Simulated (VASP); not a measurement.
# MgO (Pm) in VASP: a series of runs, part 2 of 2

VASP 6.6.1. The steps go on from the part before.

## Step 4: Single point, LDA

File INCAR:

```
SYSTEM = MgO
  PREC = Accurate
  ENCUT = 840
  EDIFF = 1E-6
  ISMEAR = 0
  SIGMA = 0.02
  LREAL = .False.
  LASPH = .True.
  NELM = 120
  ALGO = Normal
  ISIF = 2
  LWAVE = .False.
  LCHARG = .False.
  GGA = CA
  NBANDS = 15
  GGA_COMPAT = .False.
```

File KPOINTS:

```
regular mesh
0
Gamma
  12 12 8
  0 0 0
```

File POSCAR:

```
MgO
1.0
    2.9380210000     -0.0146901050      0.0000000000
   -1.4817320050      2.5517460500      0.0000000000
    0.0000000000      0.0000000000      2.6796800000
Mg O
1 1
Direct
    0.0000000000      0.0000000000      0.0000000000
    0.3333333333      0.6666666667      0.5000000000
```

Launch:

```
cat potpaw_LDA.64/Mg_sv/POTCAR potpaw_LDA.64/O/POTCAR > POTCAR
mpirun -np 1 vasp_std > vasp.out
```

It took 2 min on 1 thread of AMD EPYC 7R13 (Zen 3), shared host; peak memory 0.28 GiB.

It converged, with:

- Free energy: -12.4982 eV
- Pressure: -9.0 GPa
- Largest force: 0.005 eV/Å
- Band gap on the k mesh: 2.96 eV (least direct gap 3.36 eV)

Forces on the atoms (eV/Å):
```
Mg  -0.005  0.001  0.000
O    0.005 -0.001  0.000
```

Stress tensor (GPa, compression positive):
```
-8.66  1.15  0.00
 1.15 -8.63  0.00
 0.00  0.00 -9.76
```

Levels at points of the mesh, in eV from the valence-band top:
| k point | band 4 | band 5 | band 6 | band 7 | band 8 | band 9 | band 10 | band 11 | band 12 | band 13 |
| --- | --- | --- | --- | --- | --- | --- | --- | --- | --- | --- |
| (0.00, 0.00, 0.00) | -39.79 | -17.15 | -0.63 | -0.58 | -0.40 | 2.96 | 11.63 | 15.19 | 15.43 | 19.67 |
| (0.50, 0.00, 0.00) | -39.79 | -16.03 | -4.92 | -1.37 | -0.04 | 6.40 | 10.42 | 12.90 | 17.40 | 18.66 |
| (0.00, 0.50, 0.00) | -39.79 | -16.04 | -4.94 | -1.32 | -0.05 | 6.45 | 10.38 | 12.89 | 17.51 | 18.62 |
| (0.50, 0.50, 0.00) | -39.79 | -16.06 | -4.96 | -1.27 | -0.06 | 6.51 | 10.33 | 12.87 | 17.61 | 18.58 |
| (0.00, 0.00, 0.50) | -39.84 | -16.00 | -5.41 | -0.11 | -0.07 | 8.16 | 8.88 | 17.18 | 17.43 | 18.17 |
| (0.50, 0.00, 0.50) | -39.85 | -15.27 | -3.73 | -3.37 | -0.87 | 5.68 | 11.13 | 13.73 | 14.71 | 14.79 |
| (0.00, 0.50, 0.50) | -39.85 | -15.28 | -3.74 | -3.38 | -0.83 | 5.64 | 11.22 | 13.75 | 14.64 | 14.94 |
| (0.50, 0.50, 0.50) | -39.85 | -15.29 | -3.76 | -3.39 | -0.79 | 5.59 | 11.31 | 13.77 | 14.56 | 15.09 |

Caveat: the cell stands under tension.

## Step 5: Single point, LDA

File INCAR:

```
  PREC = Accurate
  ENCUT = 840
  EDIFF = 1E-6
  ISMEAR = 0
  SIGMA = 0.02
  LREAL = F
  LASPH = T
  NELM = 120
  ALGO = Normal
  ISIF = 2
  LWAVE = F
  LCHARG = F
  NBANDS = 15
  GGA_COMPAT = F
```

File KPOINTS:

```
regular mesh
0
Gamma
  12 12 8
```

File POSCAR:

```
MgO
1.0
    2.9380210000      0.0146901050      0.0000000000
   -1.4562879950      2.5370559500      0.0000000000
    0.0000000000      0.0000000000      2.6796800000
Mg O
1 1
Direct
    0.0000000000      0.0000000000      0.0000000000
    0.3333333333      0.6666666667      0.5000000000
```

Potentials or basis: VASP PAW LDA potentials, release 64 (Mg_sv, O).

Launch:

```
cat potpaw_LDA.64/Mg_sv/POTCAR potpaw_LDA.64/O/POTCAR > POTCAR
mpirun -np 1 vasp_std > vasp.out
```

OUTCAR:

```text
PREC = Accurate
   ENCUT = 840
   EDIFF = 1E-6
   ISMEAR = 0
   LREAL = F
   LASPH = T
   NELM = 120
   ISIF = 2

 ion  position               nearest neighbor table
   1  0.000  0.000  0.000-
   2  0.333  0.667  0.500-

  Warning from LATTYP: Monoclinic adjustment (A1->A3, A2->A1, A3->A2)!
  LATTYP: Found a simple monoclinic cell.
 ALAT       =     2.9253081236
 B/A-ratio  =     0.9160334183
 C/A-ratio  =     1.0043583790
 COS(beta)  =    -0.4934812367

  Lattice vectors:

 A1 = (  -1.4562879950,   2.5370559500,   0.0000000000)
 A2 = (   0.0000000000,   0.0000000000,   2.6796800000)
 A3 = (   2.9380210000,   0.0146901050,   0.0000000000)

Analysis of symmetry for initial positions (statically):
=====================================================================
 Subroutine PRICEL returns:
 Original cell was already a primitive cell.

 Routine SETGRP: Setting up the symmetry group for a
 simple monoclinic supercell.

 Subroutine GETGRP returns: Found  2 space group operations
 (whereof  2 operations were pure point group operations)
[... 174 lines left out ...]
      2     -37.1421      2.00000
      3     -37.1413      2.00000
      4     -37.0855      2.00000
      5     -14.4388      2.00000
      6       2.0771      2.00000
      7       2.1320      2.00000
      8       2.3048      2.00000
      9       5.6681      0.00000
     10      14.3425      0.00000
     11      17.9033      0.00000
     12      18.1344      0.00000
     13      22.3750      0.00000
     14      23.2955      0.00000
[... 401 lines left out ...]
      2     -37.2043      2.00000
      3     -37.1687      2.00000
      4     -37.0771      2.00000
      5     -13.3553      2.00000
      6      -1.7671      2.00000
      7       0.5679      2.00000
      8       2.6556      2.00000
      9      10.0113      0.00000
     10      13.0115      0.00000
     11      15.4788      0.00000
     12      20.5209      0.00000
     13      21.6161      0.00000
     14      24.1317      0.00000
     15      25.0967      0.00000

 [... further k-points ...]

------------------------ aborting loop because EDIFF is reached ----------------------------------------

  FORCE on cell =-STRESS in cart. coord.  units (eV):
  Direction    XX          YY          ZZ          XY          YZ          ZX
  --------------------------------------------------------------------------------------
  -------------------------------------------------------------------------------------
  Total       -1.0829067     -1.0795201     -1.2201690     -0.1434436      0.0000000      0.0000000
  in kB      -86.6142013    -86.3433251    -97.5928609    -11.4730607      0.0000000      0.0000000
  external PRESSURE =     -90.1834625 kB  Pullay stress =       0.0000000 kB

 VOLUME and BASIS-vectors are now :
 -----------------------------------------------------------------------------
  energy-cutoff  :      840.00
  volume of cell :       20.03
      direct lattice vectors                 reciprocal lattice vectors
     2.938021000  0.014690105  0.000000000     0.339391100  0.194812883  0.000000000
    -1.456287995  2.537055950  0.000000000    -0.001965148  0.393029637  0.000000000
     0.000000000  0.000000000  2.679680000     0.000000000  0.000000000  0.373178887

 POSITION                                       TOTAL-FORCE (eV/Angst)
 -----------------------------------------------------------------------------------
      0.00000      0.00000      0.00000         0.004569      0.000628      0.000000
      0.00848      1.69627      1.33984        -0.004569     -0.000628      0.000000
 -----------------------------------------------------------------------------------
    total drift:                                0.000144      0.000014     -0.000000

  FREE ENERGIE OF THE ION-ELECTRON SYSTEM (eV)
  ---------------------------------------------------
  free  energy   TOTEN  =       -12.4981727134 eV

  energy  without entropy=      -12.4981727134  energy(sigma->0) =      -12.49817271
```

It took 2.5 min on 1 thread of Intel Xeon Platinum 8259CL at 2.50GHz (Skylake/Cascade Lake), shared host; peak memory 0.31 GiB.

Results:

| Quantity | Value |
| --- | --- |
| Free energy | -12.4982 eV |
| Pressure | -9.0 GPa |
| Largest force | 0.005 eV/Å |
| Band gap on the k mesh | 2.96 eV (least direct gap 3.36 eV) |

Forces in eV/Å, atoms in the order of the input:
```
Mg   0.005  0.001  0.000
O   -0.005 -0.001  0.000
```

Caveat: the cell stands under tension. A k mesh can miss the band edges.

## Step 6: Overview

| cell | gap on the mesh (eV) | pressure (GPa) | largest force (eV/Å) |
| --- | --- | --- | --- |
| a = 2.938, b = 2.964, c = 2.680 Å, angles 90.0, 90.0, 120.9°, 2 atoms | 2.96 | -9.0 | 0.01 |
| a = 2.938, b = 2.913, c = 2.680 Å, angles 90.0, 90.0, 119.1°, 2 atoms | 2.96 | -9.0 | 0.01 |
| a = 2.938, b = 2.951, c = 2.680 Å, angles 90.0, 90.0, 120.4°, 2 atoms | 2.96 | -9.0 | - |
| a = 2.938, b = 2.925, c = 2.680 Å, angles 90.0, 90.0, 119.6°, 2 atoms | 2.96 | -9.0 | - |

Alike in all rows: task single point; level LDA; potentials or basis VASP PAW LDA potentials, release 64 (Mg_sv, O); no spin polarisation; k mesh 12 × 12 × 8; cutoff (eV) 840; smearing gaussian 0.02 eV.

Caveats: the cell stands under tension.

Total energies depend on the potentials used, so only differences within one code and one set of settings carry meaning.
